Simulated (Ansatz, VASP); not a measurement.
## Two plane-wave programs on Cu

```
CELL_PARAMETERS angstrom
0.00000 1.81878 1.81878
1.81878 0.00000 1.81878
1.81878 1.81878 0.00000
ATOMIC_POSITIONS crystal
Cu 0.00000 0.00000 0.00000
```

Alike in both runs: task relaxation of cell and atoms; functional PBE; k mesh 20 × 20 × 20; occupations gaussian, width 0.1 eV; no spin polarisation.

|  | VASP | Ansatz |
| --- | --- | --- |
| version | VASP 6.6.1 | Ansatz 0.2.0 |
| potentials or method | VASP PAW PBE potentials, release 64 (Cu), cutoff 600 eV | scalar-relativistic, plane waves, PAW |
| valence electrons in the cell | 11 | 19 |

VASP gave:

```
gap on the k mesh at the Fermi level, each at its own relaxed structure (eV) : none
relaxed volume (Å³/atom)                                                     : 12.03
relaxed length of the cell vector where the two differ most in proportion (Å)              : 2.572
```

Question: Estimate Ansatz's values.

Answer: gap on the k mesh at the Fermi level, each at its own relaxed structure (eV): none; relaxed volume (Å³/atom): 11.95; relaxed length of the cell vector where the two differ most in proportion (Å): 2.567.

A gap of «none» marks a metal or a gap that the smearing closes. VASP's potentials hold 11 valence electrons a cell and Ansatz's 19, so a difference there can come from the potentials and not from the codes.

Noted on VASP's run: the relaxation stopped at its first step, so nothing moved.
